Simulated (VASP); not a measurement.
# Rh (Fm-3m) in VASP: notebook

Runs on Rh. Level: r2SCAN. Tasks: single point.

Everything below comes from runs of VASP 6.6.1. Logs are shortened: lines on timing, memory, paths and dates and some standing lists are left out, and cuts for length are marked.

## 1. The cell of the first run

Symmetry: Fm-3m, No. 225, cubic system. The conventional cell has a = 3.800 Å, b = 3.800 Å, c = 3.800 Å, α = 90.00°, β = 90.00°, γ = 90.00°. Within 3.5 Å of Rh (site symmetry m-3m) lie 12 Rh at 2.69 Å.

## 2. Single point, r2SCAN, collinear spin, ferromagnetic start

POSCAR reads:

```
Rh
1.0
    0.0000000000      1.9001492147      1.9001492147
    1.9001492147      0.0000000000      1.9001492147
    1.9001492147      1.9001492147      0.0000000000
Rh
1
Direct
    0.0000000000      0.0000000000      0.0000000000
```

INCAR.step1 reads:

```
PREC     = Accurate       # precision mode
ENCUT    = 520            # plane-wave cutoff, eV
ISMEAR   = -1             # smearing method
SIGMA    = 0.05           # smearing width, eV
LREAL    = False          # projectors in reciprocal space
LASPH    = True           # aspherical terms in the spheres
NELM     = 150            # most SCF steps
ISPIN    = 2              # spin polarisation
MAGMOM   = 1              # initial moments
LMAXMIX  = 4              # l up to which the mixer works
NBANDS   = 18             # bands
GGA      = PE             # functional
ALGO     = Normal         # electronic algorithm
EDIFF    = 1E-4           # SCF threshold, eV
LWAVE    = True           # write WAVECAR
LCHARG   = False          # write CHGCAR
```

INCAR.step2 reads:

```
PREC     = Accurate       # precision mode
ENCUT    = 520            # plane-wave cutoff, eV
EDIFF    = 1E-7           # SCF threshold, eV
ISMEAR   = -1             # smearing method
SIGMA    = 0.05           # smearing width, eV
LREAL    = False          # projectors in reciprocal space
LASPH    = True           # aspherical terms in the spheres
NELM     = 150            # most SCF steps
ALGO     = Normal         # electronic algorithm
ISIF     = 2              # what is computed and relaxed
LWAVE    = False          # write WAVECAR
LCHARG   = False          # write CHGCAR
ISPIN    = 2              # spin polarisation
MAGMOM   = 1              # initial moments
LORBIT   = 11             # projections on sites
LMAXMIX  = 4              # l up to which the mixer works
METAGGA  = R2SCAN         # meta-GGA
LMIXTAU  = True         
NBANDS   = 18             # bands
ISTART   = 1
```

KPOINTS reads:

```
Automatic mesh
0
Gamma
  14 14 14
```

Potentials or basis: VASP PAW PBE potentials, release 64 (Rh_pv).

Started as:

```bash
cat potpaw_PBE.64/Rh_pv/POTCAR > POTCAR
cp INCAR.step1 INCAR
mpirun -np 1 vasp_std > vasp.out
cp INCAR.step2 INCAR
mpirun -np 1 vasp_std > vasp.out
```

OUTCAR:

```text
PREC = Accurate
   ENCUT = 520
   EDIFF = 1E-7
   ISMEAR = -1
   LREAL = False
   LASPH = True
   NELM = 150
   ISIF = 2
   ISPIN = 2
   LORBIT = 11
   METAGGA = R2SCAN
   ISTART = 1

 ion  position               nearest neighbor table
   1  0.000  0.000  0.000-

  LATTYP: Found a face centered cubic cell.
 ALAT       =     3.8002984294

  Lattice vectors:

 A1 = (   0.0000000000,   1.9001492147,   1.9001492147)
 A2 = (   1.9001492147,   0.0000000000,   1.9001492147)
 A3 = (   1.9001492147,   1.9001492147,   0.0000000000)

Analysis of symmetry for initial positions (statically):
=====================================================================
 Subroutine PRICEL returns:
 Original cell was already a primitive cell.

 Routine SETGRP: Setting up the symmetry group for a
 face centered cubic supercell.

 Subroutine GETGRP returns: Found 48 space group operations
 (whereof 48 operations were pure point group operations)
 out of a pool of 48 trial point group operations.

The static configuration has the point symmetry O_h .

Analysis of symmetry for dynamics (positions and initial velocities):
=====================================================================
 Subroutine PRICEL returns:
 Original cell was already a primitive cell.

 Routine SETGRP: Setting up the symmetry group for a
 face centered cubic supercell.

 Subroutine GETGRP returns: Found 48 space group operations
 (whereof 48 operations were pure point group operations)
 out of a pool of 48 trial point group operations.

The dynamic configuration has the point symmetry O_h .

Analysis of structural, dynamic, and magnetic symmetry:
=====================================================================
 Subroutine PRICEL returns:
 Original cell was already a primitive cell.

 Routine SETGRP: Setting up the symmetry group for a
 face centered cubic supercell.

 Subroutine GETGRP returns: Found 48 space group operations
 (whereof 48 operations were pure point group operations)
 out of a pool of 48 trial point group operations.

The overall configuration has the point symmetry O_h .

 Subroutine INISYM returns: Found 48 space group operations
 (whereof 48 operations are pure point group operations),
 and found     1 'primitive' translations

----------------------------------------------------------------------------------------

                                     Primitive cell

  volume of cell :      13.7212

  direct lattice vectors                    reciprocal lattice vectors
     0.000000000  1.900149215  1.900149215    -0.263137230  0.263137230  0.263137230
     1.900149215  0.000000000  1.900149215     0.263137230 -0.263137230  0.263137230
     1.900149215  1.900149215  0.000000000     0.263137230  0.263137230 -0.263137230

  length of vectors
     2.687216790  2.687216790  2.687216790     0.455767051  0.455767051  0.455767051

  position of ions in fractional coordinates (direct lattice)
     0.000000000  0.000000000  0.000000000

  ion indices of the primitive-cell ions
   primitive index   ion index
                 1           1

----------------------------------------------------------------------------------------

 KPOINTS: Automatic mesh

Automatic generation of k-mesh.
 Grid dimensions read from file:
 generate k-points for:   14   14   14

 Generating k-lattice:

  Cartesian coordinates                     Fractional coordinates (reciprocal lattice)
    -0.018795516  0.018795516  0.018795516     0.071428571  0.000000000  0.000000000
     0.018795516 -0.018795516  0.018795516     0.000000000  0.071428571  0.000000000
     0.018795516  0.018795516 -0.018795516     0.000000000  0.000000000  0.071428571

  Length of vectors
     0.032554789  0.032554789  0.032554789

  Shift w.r.t. Gamma in fractional coordinates (k-lattice)
     0.000000000  0.000000000  0.000000000

 Subroutine IBZKPT returns following result:
 ===========================================

 Found    104 irreducible k-points:

 Following reciprocal coordinates:
            Coordinates               Weight
  0.000000  0.000000  0.000000      1.000000
  0.071429  0.000000  0.000000      8.000000
  0.142857  0.000000  0.000000      8.000000
  0.214286  0.000000  0.000000      8.000000
  0.285714  0.000000  0.000000      8.000000
  0.357143  0.000000  0.000000      8.000000
[... 16 lines left out ...]
  0.214286  0.142857  0.000000     24.000000
  0.285714  0.142857  0.000000     24.000000
 [... further k-points ...]
   k-points           NKPTS =    104   k-points in BZ     NKDIM =    104   number of bands    NBANDS=     18
   number of dos      NEDOS =    301   number of ions     NIONS =      1
   total plane-waves  NPLWV =   8000
   dimension x,y,z NGX =    20 NGY =   20 NGZ =   20
   dimension x,y,z NGXF=    40 NGYF=   40 NGZF=   40
   ions per type =               1
   NGX,Y,Z   is equivalent  to a cutoff of  12.37, 12.37, 12.37 a.u.
   NGXF,Y,Z  is equivalent  to a cutoff of  24.75, 24.75, 24.75 a.u.
 SYSTEM =  unknown system
   PREC   = accura    normal or accurate (medium, high low for compatibility)
   ISTART =      1    job   : 0-new  1-cont  2-samecut
   ICHARG =      0    charge: 1-file 2-atom 10-const
   ISPIN  =      2    spin polarized calculation?
   LNONCOLLINEAR =      F non collinear calculations
   LSORBIT =      F    spin-orbit coupling
   LASPH  =      T    aspherical Exc in radial PAW
   ENCUT  =  520.0 eV  38.22 Ry    6.18 a.u.   5.00  5.00  5.00*2*pi/ulx,y,z
   NELM   =    150;   NELMIN=  2; NELMDL=  0     # of ELM steps
   EDIFF  = 0.1E-06   stopping-criterion for ELM
   LREAL  =      F    real-space projection
   EDIFFG = 0.1E-05   stopping-criterion for IOM
   NSW    =      0    number of steps for IOM
   IBRION =     -1    ionic relax: 0-MD 1-quasi-New 2-CG
   NFREE  =      0    steps in history (QN), initial steepest desc. (CG)
   ISIF   =      2    stress and relaxation
   ISYM   =      2    0-nonsym 1-usesym 2-fastsym
   POTIM  = 0.5000    time-step for ionic-motion
   TEBEG  =    0.0;   TEEND  =   0.0 temperature during run
   PSTRESS=    0.0 pullay stress
   NELECT =      15.0000    total number of electrons
   NUPDOWN=      -1.0000    fix difference up-down
   EMIN   =  10.00;   EMAX   =-10.00  energy-range for DOS
   EFERMI =   0.00;   METHOD = LEGACY
   ISMEAR =    -1;   SIGMA  =   0.05  broadening in eV -4-tet -1-fermi 0-gaus
   EFERMI_NEDOS =   21; number of points for ismear=-14 and -15
   IALGO  =     38    algorithm
   IMIX   =      4    mixing-type and parameters
     AMIX     =   0.40;   BMIX     =  1.00
     AMIX_MAG =   1.60;   BMIX_MAG =  1.00
  volume/ion in A,a.u.               =      13.72        92.60
  Fermi-wavevector in a.u.,A,eV,Ry     =   1.686453  3.186934 38.696647  2.844123
  Thomas-Fermi vector in A             =   2.769115
   LORBIT       =     11    0 simple, 1 ext, 2 COOP (PROOUT), +10 PAW based schemes
   METAGGA = R2SCAN    functional components
   LHFCALC =     F    Hartree Fock is set to
   AEXX    =    0.0000 exact exchange contribution
   IVDW    =     0    specifies the selected vdW correction
   LEPSILON=     F    determine dielectric tensor
   LRPA    =     F    only Hartree local field effects (RPA)
 spin polarized calculation
  energy-cutoff  :      520.00
  volume of cell :       13.72
 maximum number of plane-waves:       380
   NGX =  9   NGY =  9   NGZ =  9

 number of electron      15.0000007 magnetization      -0.0000013

 number of electron      15.0000007 magnetization       0.0000001

 Free energy of the ion-electron system (eV)
  ---------------------------------------------------
  ext. energy  EPLUGINS =         0.00000000
  ---------------------------------------------------
  free energy    TOTEN  =       -24.14295269 eV

  energy without entropy =      -24.13306456  energy(sigma->0) =      -24.13800863

 E-fermi :  11.7589     XC(G=0): -15.2145

 val. band max:       11.7193185324   @ k =   0.3571   0.0000   0.0000
 cond. band min:      11.7651808809   @ k =  -0.2857   0.3571   0.0714
 fundamental gap:      0.0458623485
 Fermi energy:        11.7589094914

 spin component 1

 k-point     1 :       0.0000    0.0000    0.0000
  band No.  band energies     occupation
      1     -36.0039      1.00000
      2     -36.0039      1.00000
      3     -36.0039      1.00000
      4       3.5792      1.00000
      5       8.5984      1.00000
      6       8.5984      1.00000
[... 10 lines left out ...]
     17      45.6064      0.00000
     18      45.6064      0.00000

 k-point     2 :       0.0714    0.0000    0.0000
  band No.  band energies     occupation
      1     -36.0446      1.00000
      2     -36.0094      1.00000
      3     -36.0094      1.00000
      4       3.7939      1.00000
      5       8.5046      1.00000
      6       8.6811      1.00000
[... 10 lines left out ...]
     17      44.9635      0.00000
     18      44.9635      0.00000

 k-point     3 :       0.1429    0.0000    0.0000
  band No.  band energies     occupation
      1     -36.1578      1.00000
      2     -36.0247      1.00000
      3     -36.0247      1.00000
      4       4.3858      1.00000
      5       8.3059      1.00000
      6       8.8708      1.00000
[... 412 lines left out ...]
 k-point    23 :       0.2143    0.1429    0.0000
  band No.  band energies     occupation
      1     -36.2578      1.00000
      2     -36.0867      1.00000
      3     -36.0802      1.00000
      4       5.2708      1.00000
      5       7.6215      1.00000
      6       9.2751      1.00000
[... 10 lines left out ...]
     17      43.4991      0.00000
     18      46.3848      0.00000

 k-point    24 :       0.2857    0.1429    0.0000
  band No.  band energies     occupation
      1     -36.4020      1.00000
      2     -36.1140      1.00000
      3     -36.1055      1.00000
      4       5.9155      1.00000
      5       7.5480      1.00000
      6       8.9316      1.00000
[... 10 lines left out ...]
     17      42.6727      0.00000
     18      46.2303      0.00000

 [... further k-points ...]

 spin component 2

 k-point     1 :       0.0000    0.0000    0.0000
  band No.  band energies     occupation
      1     -36.0039      1.00000
      2     -36.0039      1.00000
      3     -36.0039      1.00000
      4       3.5792      1.00000
      5       8.5984      1.00000
      6       8.5984      1.00000
[... 10 lines left out ...]
     17      45.6064      0.00000
     18      45.6064      0.00000

 k-point     2 :       0.0714    0.0000    0.0000
  band No.  band energies     occupation
      1     -36.0446      1.00000
      2     -36.0094      1.00000
      3     -36.0094      1.00000
      4       3.7939      1.00000
      5       8.5046      1.00000
      6       8.6811      1.00000
[... 10 lines left out ...]
     17      44.9635      0.00000
     18      44.9635      0.00000

 k-point     3 :       0.1429    0.0000    0.0000
  band No.  band energies     occupation
      1     -36.1578      1.00000
      2     -36.0247      1.00000
      3     -36.0247      1.00000
      4       4.3858      1.00000
      5       8.3059      1.00000
      6       8.8708      1.00000
[... 412 lines left out ...]
 k-point    23 :       0.2143    0.1429    0.0000
  band No.  band energies     occupation
      1     -36.2578      1.00000
      2     -36.0867      1.00000
      3     -36.0802      1.00000
      4       5.2708      1.00000
      5       7.6215      1.00000
      6       9.2751      1.00000
[... 10 lines left out ...]
     17      43.4991      0.00000
     18      46.3848      0.00000

 k-point    24 :       0.2857    0.1429    0.0000
  band No.  band energies     occupation
      1     -36.4020      1.00000
      2     -36.1140      1.00000
      3     -36.1055      1.00000
      4       5.9155      1.00000
      5       7.5480      1.00000
      6       8.9316      1.00000
[... 10 lines left out ...]
     17      42.6727      0.00000
     18      46.2303      0.00000

 [... further k-points ...]
[... 5 lines left out ...]
  --------------------------------------------------------------------------------------
  -------------------------------------------------------------------------------------
  Total        0.1046281      0.1046281      0.1046281      0.0000000      0.0000000     -0.0000000
  in kB       12.2170314     12.2170314     12.2170314      0.0000000      0.0000000     -0.0000000
  external PRESSURE =      12.2170314 kB  Pullay stress =       0.0000000 kB

 VOLUME and BASIS-vectors are now :
 -----------------------------------------------------------------------------
  energy-cutoff  :      520.00
  volume of cell :       13.72
      direct lattice vectors                 reciprocal lattice vectors
     0.000000000  1.900149215  1.900149215    -0.263137230  0.263137230  0.263137230
     1.900149215  0.000000000  1.900149215     0.263137230 -0.263137230  0.263137230
     1.900149215  1.900149215  0.000000000     0.263137230  0.263137230 -0.263137230

 POSITION                                       TOTAL-FORCE (eV/Angst)
 -----------------------------------------------------------------------------------
      0.00000      0.00000      0.00000         0.000000      0.000000      0.000000
 -----------------------------------------------------------------------------------
    total drift:                                0.000000      0.000000      0.000000

  FREE ENERGIE OF THE ION-ELECTRON SYSTEM (eV)
  ---------------------------------------------------
  free  energy   TOTEN  =       -24.1429526943 eV

  energy  without entropy=      -24.1330645596  energy(sigma->0) =      -24.13800863

 total charge

# of ion       s       p       d       tot
------------------------------------------
    1        0.425   6.297   7.102  13.825

 magnetization (x)

# of ion       s       p       d       tot
------------------------------------------
    1       -0.000   0.000   0.000   0.000
```

It took 1.7 min on 1 thread of Intel Xeon Platinum 8559C (Emerald Rapids), shared host; peak memory 0.16 GiB.

Results:

* Free energy: -24.1430 eV
* Pressure: 1.2 GPa
* Net moment: 0.00 μB per cell
* Valence electrons inside the program's atomic spheres: Rh 13.82

Caveat: the PAW data sets were made with another functional, which shifts forces and pressure a little.

## 3. Single point, r2SCAN

POSCAR reads:

```
Rh
1.0
    0.0000000000      1.9008071574      1.9008071574
    1.9008071574      0.0000000000      1.9008071574
    1.9008071574      1.9008071574      0.0000000000
Rh
1
Direct
    0.0000000000      0.0000000000      0.0000000000
```

INCAR.step1 reads:

```
ALGO = Normal
EDIFF = 1E-4
ENCUT = 520
GGA = PE
ISMEAR = -1
LASPH = True
LCHARG = False
LREAL = False
LWAVE = True
NBANDS = 14
NELM = 100
PREC = Accurate
SIGMA = 0.6
```

INCAR.step2 reads:

```
ALGO = Normal
EDIFF = 1E-7
ENCUT = 520
ISIF = 2
ISMEAR = -1
ISTART = 1
LASPH = True
LCHARG = True
LELF = True
LMIXTAU = True
LREAL = False
LVHAR = True
LWAVE = False
METAGGA = R2SCAN
NBANDS = 14
NELM = 100
PREC = Accurate
SIGMA = 0.6
```

KPOINTS reads:

```
k-points
0
Gamma
  14 14 14
```

Potentials or basis: VASP PAW PBE potentials, release 64 (Rh_pv).

Started as:

```bash
cat potpaw_PBE.64/Rh_pv/POTCAR > POTCAR
cp INCAR.step1 INCAR
mpirun -np 1 vasp_std > vasp.out
cp INCAR.step2 INCAR
mpirun -np 1 vasp_std > vasp.out
```

Wall time 41 s (1 thread of Intel Xeon Platinum 8559C (Emerald Rapids), shared host); peak memory 0.14 GiB.

It converged, with:

```
Free energy : -24.8643 eV
Pressure    : 12.5 GPa
```

Levels at points of the mesh, in eV from the Fermi level:
```csv
k point,band 4,band 5,band 6,band 7,band 8,band 9,band 10,band 11
"(0.00, 0.00, 0.00)",-8.26,-3.20,-3.20,-3.20,-1.07,-1.07,16.63,17.43
"(0.50, 0.00, 0.00)",-6.38,-3.31,-3.31,0.58,0.58,0.82,9.07,16.16
"(0.50, 0.50, 0.00)",-6.60,-6.22,0.52,1.04,1.04,3.43,12.83,13.95
```

Caveat: the PAW data sets were made with another functional, which shifts forces and pressure a little.

## 4. Single point, r2SCAN

POSCAR is that of step 3.

INCAR.step1 reads:

```
SYSTEM = Rh
ALGO = Normal ; EDIFF = 1E-4
ENCUT = 520 ; GGA = PE
ISMEAR = -1 ; LASPH = .TRUE.
LCHARG = .FALSE. ; LREAL = .FALSE.
LWAVE = .TRUE. ; NBANDS = 14
NELM = 80 ; PREC = Accurate
SIGMA = 1.0
```

INCAR.step2 reads:

```
SYSTEM = Rh
ALGO = Normal ; EDIFF = 1E-6
ENCUT = 520 ; ISIF = 2
ISMEAR = -1 ; ISTART = 1
LASPH = .TRUE. ; LCHARG = .FALSE.
LMIXTAU = .TRUE. ; LREAL = .FALSE.
LWAVE = .FALSE. ; METAGGA = R2SCAN
NBANDS = 14 ; NELM = 80
PREC = Accurate ; SIGMA = 1.0
```

KPOINTS reads:

```
k-points
0
G
  14 14 14
  0 0 0
```

Started as:

```bash
cat potpaw_PBE.64/Rh_pv/POTCAR > POTCAR
cp INCAR.step1 INCAR
mpirun -np 1 vasp_std > vasp.out
cp INCAR.step2 INCAR
mpirun -np 1 vasp_std > vasp.out
```

Wall time 30 s (1 thread of Intel Xeon Platinum 8559C (Emerald Rapids), shared host); peak memory 0.14 GiB.

It converged, with:

```
Free energy : -25.9647 eV
Pressure    : 26.1 GPa
```

Levels at points of the mesh, in eV from the Fermi level:
```csv
k point,band 6,band 7,band 8,band 9,band 10,band 11
"(0.00, 0.00, 0.00)",-3.43,-3.43,-1.29,-1.29,16.34,17.23
"(0.50, 0.00, 0.00)",-3.54,0.36,0.36,0.54,8.83,15.85
"(0.50, 0.50, 0.00)",0.30,0.81,0.81,3.18,12.58,13.69
```

Caveat: the PAW data sets were made with another functional, which shifts forces and pressure a little.

[end of part 1 of 2]
